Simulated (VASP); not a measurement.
A run of VASP 6.6.1 is set up as follows.

The input POSCAR:

```
Ba8Hf5Zr3O24
1.0
    8.3312080000      0.0000000000      0.0000000000
    0.0000000000      8.3312080000      0.0000000000
    0.0000000000      0.0000000000      8.3312080000
Ba Zr Hf O
8 3 5 24
Direct
    0.0002450000      0.9995600000      0.9997720000
    0.0003900000      0.9994790000      0.4997630000
    0.0003130000      0.4998000000      0.9999540000
    0.0001850000      0.4997420000      0.4994090000
    0.5003630000      0.9994370000      0.9997070000
    0.5005460000      0.9995440000      0.4995490000
    0.5006560000      0.4996770000      0.9997100000
    0.5005140000      0.4997710000      0.4996130000
    0.2503430000      0.2497130000      0.2498070000
    0.2503540000      0.7496690000      0.7499390000
    0.7502660000      0.2496810000      0.7498990000
    0.2502720000      0.2496790000      0.7498110000
    0.2503790000      0.7497200000      0.2499350000
    0.7502870000      0.2496940000      0.2499930000
    0.7503120000      0.7497290000      0.2499350000
    0.7503360000      0.7497360000      0.7499550000
    0.2505450000      0.2483270000      0.9993180000
    0.2497830000      0.2513790000      0.5007390000
    0.2506040000      0.7512760000      0.0008550000
    0.2499680000      0.7483140000      0.4993420000
    0.7498020000      0.2521250000      0.0008030000
    0.7505270000      0.2474860000      0.4992750000
    0.7498610000      0.7474490000      0.0002330000
    0.7505160000      0.7522770000      0.5000020000
    0.9994800000      0.2502470000      0.2499470000
    0.0009300000      0.2500010000      0.7505350000
    0.0001600000      0.7493950000      0.2498830000
    0.9994920000      0.7496990000      0.7506210000
    0.5010970000      0.2494390000      0.2507000000
    0.4995650000      0.2495370000      0.7498070000
    0.5004070000      0.7501110000      0.2505780000
    0.5010620000      0.7500090000      0.7499550000
    0.2498880000      0.9989480000      0.2515930000
    0.2499890000      0.0004370000      0.7487580000
    0.2506120000      0.5005190000      0.2487510000
    0.2504800000      0.4990390000      0.7517370000
    0.7504750000      0.9996750000      0.2478710000
    0.7504740000      0.9989760000      0.7526980000
    0.7497790000      0.4998850000      0.2527540000
    0.7499080000      0.5005520000      0.7478880000
```

The input INCAR.step1:

```
SYSTEM = Ba8Hf5Zr3O24
ALGO = Normal
EDIFF = 1E-5
ENCUT = 520
GGA = PE
GGA_COMPAT = .False.
ISIF = 2
ISMEAR = -1
ISYM = -1
LASPH = .True.
LCHARG = .False.
LREAL = Auto
LWAVE = .True.
NBANDS = 181
NELM = 120
PREC = Accurate
SIGMA = 0.05
```

Contents of INCAR.step2:

```
SYSTEM = Ba8Hf5Zr3O24
ALGO = Normal
EDIFF = 1E-6
ENCUT = 520
GGA = PE
GGA_COMPAT = .False.
HFSCREEN = 0.2079
ISIF = 2
ISMEAR = -1
ISTART = 1
ISYM = -1
LASPH = .True.
LCHARG = .False.
LHFCALC = .True.
LREAL = Auto
LWAVE = .False.
NBANDS = 181
NELM = 120
PREC = Accurate
PRECFOCK = Fast
SIGMA = 0.05
```

File KPOINTS:

```
explicit points
1
Reciprocal
  0.25000000   0.25000000   0.25000000 1
```

Potentials or basis: VASP PAW PBE potentials, release 64 (Ba_sv, Zr_sv, Hf_pv, O).

Launch:

```sh
$ cat potpaw_PBE.64/Ba_sv/POTCAR potpaw_PBE.64/Zr_sv/POTCAR potpaw_PBE.64/Hf_pv/POTCAR potpaw_PBE.64/O/POTCAR > POTCAR
$ cp INCAR.step1 INCAR
$ mpirun -np 1 vasp_std > vasp.out
$ cp INCAR.step2 INCAR
$ mpirun -np 1 vasp_std > vasp.out
```

Task: What does it give for the pressure?

Result: 1.2 GPa.

Task: Predict the band gap on the k mesh.

Result: 5.83 eV.

Forces in eV/Å, atoms in the order of the input:
```
Ba  -0.008 -0.009  0.016
Ba  -0.010 -0.002 -0.008
Ba  -0.006  0.007  0.005
Ba  -0.004  0.004  0.008
Ba   0.012  0.000  0.016
Ba   0.003 -0.008  0.001
Ba  -0.001  0.007  0.017
Ba   0.004  0.009 -0.002
Zr  -0.002  0.002  0.012
Zr  -0.004 -0.006  0.005
Zr   0.005  0.006  0.009
Hf  -0.003  0.013  0.011
Hf  -0.005 -0.003  0.003
Hf  -0.002  0.000 -0.007
Hf  -0.006  0.006  0.007
Hf  -0.004 -0.002  0.003
O    0.002 -0.001 -0.150
O    0.006 -0.011  0.148
O   -0.001 -0.004  0.167
O    0.002  0.004 -0.172
O    0.004 -0.003  0.175
O    0.003  0.002 -0.161
O    0.006  0.007  0.000
O    0.004 -0.011 -0.001
O   -0.160 -0.004 -0.007
O    0.152 -0.005 -0.009
O    0.000  0.002  0.000
O   -0.162 -0.001 -0.010
O    0.150  0.000 -0.013
O   -0.156  0.002 -0.003
O   -0.003  0.000 -0.010
O    0.163 -0.001 -0.003
O    0.005 -0.160  0.000
O    0.002  0.153 -0.005
O   -0.004  0.165 -0.005
O    0.000 -0.152 -0.004
O    0.004 -0.005  0.005
O    0.000 -0.164 -0.013
O    0.008  0.002 -0.023
O    0.005  0.164 -0.001
```

Caveat: the PAW data sets were made with another functional, which shifts forces and pressure a little; spin-orbit coupling is left out, which moves the levels of the heavy elements; a shifted mesh leaves out Γ, where band edges can lie. A k mesh can miss the band edges.
